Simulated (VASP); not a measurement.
Here is a VASP 6.6.1 calculation.

Contents of INCAR:

```
SYSTEM = ZrSi4Pd
PREC = Accurate ; ENCUT = 520
EDIFF = 1E-6 ; ISMEAR = 0
SIGMA = 0.1 ; LREAL = .FALSE.
LASPH = .TRUE. ; NELM = 60
ALGO = Normal ; ISIF = 2
LWAVE = .FALSE. ; LCHARG = .FALSE.
GGA = PE ; NBANDS = 28
```

The input KPOINTS:

```
Automatic mesh
0
G
  4 4 4
  0 0 0
```

The input POSCAR:

```
ZrSi4Pd
1.0
    0.0000000000      3.5592225597      3.5592225597
    3.5592225597      0.0000000000      3.5592225597
    3.5592225597      3.5592225597      0.0000000000
Zr Si Pd
1 4 1
Direct
    0.7500000000      0.7500000000      0.7500000000
    0.3735160765      0.3735160765      0.3735160765
    0.3735160765      0.3735160765      0.8794517705
    0.3735160765      0.8794517705      0.3735160765
    0.8794517705      0.3735160765      0.3735160765
    0.0000000000      0.0000000000      0.0000000000
```

Potentials or basis: VASP PAW PBE potentials, release 64 (Zr_sv, Si, Pd).

The run is started by

```console
$ cat potpaw_PBE.64/Zr_sv/POTCAR potpaw_PBE.64/Si/POTCAR potpaw_PBE.64/Pd/POTCAR > POTCAR
$ mpirun -np 1 vasp_std > vasp.out
```

Q: What does it give for the largest force?

A: 0.016 eV/Å.

Q: Estimate the band gap on the k mesh.

A: Zero (band 19 reaches 11.50 eV, above the bottom of band 20 at 10.00 eV).

Q: Estimate the pressure.

A: -0.3 GPa.

Forces in eV/Å, atoms in the order of the input:
```
Zr   0.000  0.000  0.000
Si   0.009  0.009  0.009
Si  -0.009 -0.009  0.009
Si  -0.009  0.009 -0.009
Si   0.009 -0.009 -0.009
Pd   0.000  0.000  0.000
```

Caveat: the k points lie up to 0.38 Å⁻¹ apart.
